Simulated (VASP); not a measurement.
# Ni (P6_3/mmc) in VASP: a series of runs, part 2 of 2

VASP 6.6.1. Earlier steps stand in the parts before.

### 4 Single point, r2SCAN, collinear spin, ferromagnetic start

This run uses another cell than the first one, of 11.84 Å³/atom.

POSCAR reads:

```
Ni
1.0
    2.5422688939      0.0000000000      0.0000000000
   -1.2711344469      2.2016694449      0.0000000000
    0.0000000000      0.0000000000      4.2296058570
Ni
2
Direct
    0.3333333333      0.6666666667      0.2500000000
    0.6666666667      0.3333333333      0.7500000000
```

INCAR.step1 reads:

```
ALGO = Normal
EDIFF = 1E-5
ENCUT = 760
GGA = PE
GGA_COMPAT = F
ISMEAR = 1
ISPIN = 2
LASPH = T
LCHARG = F
LMAXMIX = 4
LREAL = F
LWAVE = T
MAGMOM = 1.5 1.5
NBANDS = 29
NELM = 200
PREC = Accurate
SIGMA = 0.02
```

INCAR.step2 reads:

```
ALGO = Normal
EDIFF = 1E-6
ENCUT = 760
GGA_COMPAT = F
ISIF = 2
ISMEAR = 1
ISPIN = 2
ISTART = 1
LASPH = T
LCHARG = F
LMAXMIX = 4
LMIXTAU = T
LORBIT = 11
LREAL = F
LWAVE = F
MAGMOM = 1.5 1.5
METAGGA = R2SCAN
NBANDS = 29
NELM = 200
PREC = Accurate
SIGMA = 0.02
```

KPOINTS reads:

```
k-points
0
Gamma
  13 13 7
```

Potentials or basis: VASP PAW PBE potentials, release 64 (Ni_sv_GW).

Run with:

```sh
$ cat potpaw_PBE.64/Ni_sv_GW/POTCAR > POTCAR
$ cp INCAR.step1 INCAR
$ mpirun -np 1 vasp_std > vasp.out
$ cp INCAR.step2 INCAR
$ mpirun -np 1 vasp_std > vasp.out
```

OUTCAR:

```text
EDIFF = 1E-6
   ENCUT = 760
   ISIF = 2
   ISMEAR = 1
   ISPIN = 2
   ISTART = 1
   LASPH = T
   LORBIT = 11
   LREAL = F
   METAGGA = R2SCAN
   NELM = 200
   PREC = Accurate

 ion  position               nearest neighbor table
   1  0.333  0.667  0.250-   2 2.57   2 2.57   2 2.57   2 2.57   2 2.57   2 2.57
   2  0.667  0.333  0.750-   1 2.57   1 2.57   1 2.57   1 2.57   1 2.57   1 2.57

  LATTYP: Found a hexagonal cell.
 ALAT       =     2.5422688939
 C/A-ratio  =     1.6637130192

  Lattice vectors:

 A1 = (   2.5422688939,   0.0000000000,   0.0000000000)
 A2 = (  -1.2711344469,   2.2016694449,   0.0000000000)
 A3 = (   0.0000000000,   0.0000000000,   4.2296058570)

Analysis of symmetry for initial positions (statically):
=====================================================================
 Subroutine PRICEL returns:
 Original cell was already a primitive cell.

 Routine SETGRP: Setting up the symmetry group for a
 hexagonal supercell.

 Subroutine GETGRP returns: Found 24 space group operations
 (whereof 12 operations were pure point group operations)
 out of a pool of 24 trial point group operations.

The static configuration has the point symmetry D_3d.
 The point group associated with its full space group is D_6h.

Analysis of symmetry for dynamics (positions and initial velocities):
=====================================================================
 Subroutine PRICEL returns:
 Original cell was already a primitive cell.

 Routine SETGRP: Setting up the symmetry group for a
 hexagonal supercell.

 Subroutine GETGRP returns: Found 24 space group operations
 (whereof 12 operations were pure point group operations)
 out of a pool of 24 trial point group operations.

The dynamic configuration has the point symmetry D_3d.
 The point group associated with its full space group is D_6h.

Analysis of structural, dynamic, and magnetic symmetry:
=====================================================================
 Subroutine PRICEL returns:
 Original cell was already a primitive cell.

 Routine SETGRP: Setting up the symmetry group for a
 hexagonal supercell.

 Subroutine GETGRP returns: Found 24 space group operations
 (whereof 12 operations were pure point group operations)
 out of a pool of 24 trial point group operations.

The overall configuration has the point symmetry D_3d.
 The point group associated with its full space group is D_6h.

 Subroutine INISYM returns: Found 24 space group operations
 (whereof 12 operations are pure point group operations),
 and found     1 'primitive' translations

----------------------------------------------------------------------------------------

                                     Primitive cell

  volume of cell :      23.6741

  direct lattice vectors                    reciprocal lattice vectors
     2.542268894  0.000000000  0.000000000     0.393349422  0.227100395  0.000000000
    -1.271134447  2.201669445  0.000000000     0.000000000  0.454200789  0.000000000
     0.000000000  0.000000000  4.229605857     0.000000000  0.000000000  0.236428649
[... 75 lines left out ...]
   PREC   = accura    normal or accurate (medium, high low for compatibility)
   ISTART =      1    job   : 0-new  1-cont  2-samecut
   ICHARG =      0    charge: 1-file 2-atom 10-const
   ISPIN  =      2    spin polarized calculation?
   LNONCOLLINEAR =      F non collinear calculations
   LSORBIT =      F    spin-orbit coupling
   LASPH  =      T    aspherical Exc in radial PAW
   ENCUT  =  760.0 eV  55.86 Ry    7.47 a.u.   5.71  5.71  9.51*2*pi/ulx,y,z
   NELM   =    200;   NELMIN=  2; NELMDL=  0     # of ELM steps
   EDIFF  = 0.1E-05   stopping-criterion for ELM
   LREAL  =      F    real-space projection
   EDIFFG = 0.1E-04   stopping-criterion for IOM
   NSW    =      0    number of steps for IOM
   IBRION =     -1    ionic relax: 0-MD 1-quasi-New 2-CG
   NFREE  =      0    steps in history (QN), initial steepest desc. (CG)
   ISIF   =      2    stress and relaxation
   ISYM   =      2    0-nonsym 1-usesym 2-fastsym
   POTIM  = 0.5000    time-step for ionic-motion
   TEBEG  =    0.0;   TEEND  =   0.0 temperature during run
   PSTRESS=    0.0 pullay stress
   NELECT =      36.0000    total number of electrons
   NUPDOWN=      -1.0000    fix difference up-down
   EMIN   =  10.00;   EMAX   =-10.00  energy-range for DOS
   EFERMI =   0.00;   METHOD = LEGACY
   ISMEAR =     1;   SIGMA  =   0.02  broadening in eV -4-tet -1-fermi 0-gaus
   EFERMI_NEDOS =   21; number of points for ismear=-14 and -15
   IALGO  =     38    algorithm
   IMIX   =      4    mixing-type and parameters
     AMIX     =   0.40;   BMIX     =  1.00
     AMIX_MAG =   1.60;   BMIX_MAG =  1.00
  volume/ion in A,a.u.               =      11.84        79.88
  Fermi-wavevector in a.u.,A,eV,Ry     =   1.882570  3.557542 48.220004  3.544070
  Thomas-Fermi vector in A             =   2.925698
   LORBIT       =     11    0 simple, 1 ext, 2 COOP (PROOUT), +10 PAW based schemes
   METAGGA = R2SCAN    functional components
   LHFCALC =     F    Hartree Fock is set to
   AEXX    =    0.0000 exact exchange contribution
   IVDW    =     0    specifies the selected vdW correction
   LEPSILON=     F    determine dielectric tensor
   LRPA    =     F    only Hartree local field effects (RPA)
 spin polarized calculation
 Methfessel and Paxton  Order N= 1 SIGMA  =   0.02
  energy-cutoff  :      760.00
  volume of cell :       23.67
 maximum number of plane-waves:      1141
 NGX is ok and might be reduce to    24
   NGX = 11   NGY = 11   NGZ = 19

 number of electron      35.9999986 magnetization       1.5655327

 Free energy of the ion-electron system (eV)
  ---------------------------------------------------
  ext. energy  EPLUGINS =         0.00000000
  ---------------------------------------------------
  free energy    TOTEN  =       -25.54354674 eV

  energy without entropy =      -25.54359671  energy(sigma->0) =      -25.54356339

 E-fermi :   6.7827     XC(G=0): -14.4876

 val. band max:        6.7800700479   @ k =   0.1538   0.1538   0.2857
 cond. band min:       6.7833351686   @ k =   0.2308   0.2308   0.2857
 fundamental gap:      0.0032651207
 Fermi energy:         6.7826508482

 spin component 1

 k-point     1 :       0.0000    0.0000    0.0000
  band No.  band energies     occupation
      1    -100.8864      1.00000
      2    -100.8657      1.00000
      3     -59.8071      1.00000
      4     -59.7388      1.00000
      5     -59.7388      1.00000
      6     -59.7179      1.00000
[... 757 lines left out ...]
     28      33.8179      0.00000
     29      34.8063      0.00000

 [... further k-points ...]

 spin component 2

 k-point     1 :       0.0000    0.0000    0.0000
  band No.  band energies     occupation
      1     -99.4440      1.00000
      2     -99.4217      1.00000
      3     -58.4230      1.00000
      4     -58.3062      1.00000
      5     -58.3062      1.00000
      6     -58.2836      1.00000
[... 757 lines left out ...]
     28      34.0180      0.00000
     29      35.0186      0.00000

 [... further k-points ...]

------------------------ aborting loop because EDIFF is reached ----------------------------------------

  FORCE on cell =-STRESS in cart. coord.  units (eV):
  Direction    XX          YY          ZZ          XY          YZ          ZX
  --------------------------------------------------------------------------------------
  -------------------------------------------------------------------------------------
  Total       -2.8449718     -2.8449718     -2.6613696     -0.0000000      0.0000000      0.0000000
  in kB     -192.5373739   -192.5373739   -180.1118454     -0.0000000      0.0000000      0.0000000
  external PRESSURE =    -188.3955311 kB  Pullay stress =       0.0000000 kB

 VOLUME and BASIS-vectors are now :
 -----------------------------------------------------------------------------
  energy-cutoff  :      760.00
  volume of cell :       23.67
      direct lattice vectors                 reciprocal lattice vectors
     2.542268894  0.000000000  0.000000000     0.393349422  0.227100395  0.000000000
    -1.271134447  2.201669445  0.000000000     0.000000000  0.454200789  0.000000000
     0.000000000  0.000000000  4.229605857     0.000000000  0.000000000  0.236428649

 POSITION                                       TOTAL-FORCE (eV/Angst)
 -----------------------------------------------------------------------------------
     -0.00000      1.46778      1.05740         0.000000     -0.000000      0.000000
      1.27113      0.73389      3.17220        -0.000000      0.000000      0.000000
 -----------------------------------------------------------------------------------
    total drift:                                0.000000     -0.000000      0.000000

  FREE ENERGIE OF THE ION-ELECTRON SYSTEM (eV)
  ---------------------------------------------------
  free  energy   TOTEN  =       -25.5435467362 eV

  energy  without entropy=      -25.5435967123  energy(sigma->0) =      -25.54356339

 total charge

# of ion       s       p       d       f       tot
--------------------------------------------------
    1        2.222   6.253   7.802   0.004  16.281
    2        2.222   6.253   7.802   0.004  16.281
--------------------------------------------------
tot          4.445  12.506  15.604   0.007  32.562

 magnetization (x)

# of ion       s       p       d       f       tot
--------------------------------------------------
    1       -0.002  -0.028   0.895  -0.000   0.864
    2       -0.002  -0.028   0.895  -0.000   0.864
--------------------------------------------------
tot         -0.004  -0.056   1.789  -0.001   1.729
```

Run time: 6.3 min. Hardware: 1 thread of Intel Xeon 6975P-C (Granite Rapids), shared host; peak memory 0.3 GiB.

Results:

| Item | Value |
| --- | --- |
| Free energy | -25.5435 eV |
| Pressure | -18.8 GPa |
| Net moment | 1.57 μB per cell |
| Site moments | Ni +0.86 μB |
| Valence electrons inside the program's atomic spheres | Ni 16.28 |

Caveat: the cell stands under tension; the PAW data sets were made with another functional, which shifts forces and pressure a little.

### 5 Overview

| cell | gap on the mesh (eV) | pressure (GPa) | moment (μB) |
| --- | --- | --- | --- |
| a = 2.415, b = 2.415, c = 4.018 Å, angles 90.0, 90.0, 120.0°, 2 atoms | none | 8.3 | 1.35 |
| a = 2.480, b = 2.480, c = 4.126 Å, angles 90.0, 90.0, 120.0°, 2 atoms | none | -9.1 | 1.35 |
| a = 2.542, b = 2.542, c = 4.230 Å, angles 90.0, 90.0, 120.0°, 2 atoms | none | -18.8 | 1.57 |

Alike in all rows: task single point; level r2SCAN; potentials or basis VASP PAW PBE potentials, release 64 (Ni_sv_GW); spin collinear, ferromagnetic start; k mesh 13 × 13 × 7; cutoff (eV) 760; smearing methfessel-paxton 0.02 eV.

Caveats: the PAW data sets were made with another functional, which shifts forces and pressure a little; the cell stands under tension (at least some runs); the cell stands under pressure (at least some runs).

Total energies depend on the potentials used, so only differences within one code and one set of settings carry meaning.

The gap in the log of VASP goes by the Fermi energy; the results here count the filled bands.